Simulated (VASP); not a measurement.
A run of VASP 6.6.1:

The input INCAR:

```
SYSTEM = AlN
PREC     = Accurate       ! precision mode
ENCUT    = 600            ! plane-wave cutoff, eV
EDIFF    = 1E-6           ! SCF threshold, eV
ISMEAR   = -1             ! smearing method
SIGMA    = 0.03           ! smearing width, eV
LREAL    = .False.        ! projectors in reciprocal space
LASPH    = .True.         ! aspherical terms in the spheres
NELM     = 80             ! most SCF steps
ALGO     = Normal         ! electronic algorithm
ISIF     = 3              ! what is computed and relaxed
LWAVE    = .False.        ! write WAVECAR
LCHARG   = .False.        ! write CHGCAR
GGA      = PS             ! functional
IBRION   = 2              ! ionic algorithm
NSW      = 100            ! ionic steps
EDIFFG   = -0.01          ! ionic threshold
```

Contents of KPOINTS:

```
regular mesh
0
Gamma
  9 9 6
  0 0 0
```

Contents of POSCAR:

```
AlN
1.0
    2.7025343100      0.0000000000      0.0000000000
   -1.3512671550      2.3404633671      0.0000000000
    0.0000000000      0.0000000000      4.4051309253
Al N
2 2
Direct
    0.0000000000      0.0000000000      0.0000000000
    0.0000000000      0.0000000000      0.5000000000
    0.3333333333      0.6666666667      0.2500000000
    0.6666666667      0.3333333333      0.7500000000
```

Potentials or basis: VASP PAW PBE potentials, release 64 (Al, N).

Launch:

```console
$ cat potpaw_PBE.64/Al/POTCAR potpaw_PBE.64/N/POTCAR > POTCAR
$ mpirun -np 1 vasp_std > vasp.out
```

Hardware: 1 thread of Intel Xeon 8259CL, with other jobs on the host.

Problem. How long does it take, and how much memory?

Solution. It took 2.7 min on 1 thread of Intel Xeon 8259CL, on a shared host, peak memory 0.16 GiB. Counts: scf iterations 60, k points 48, ion steps 9.
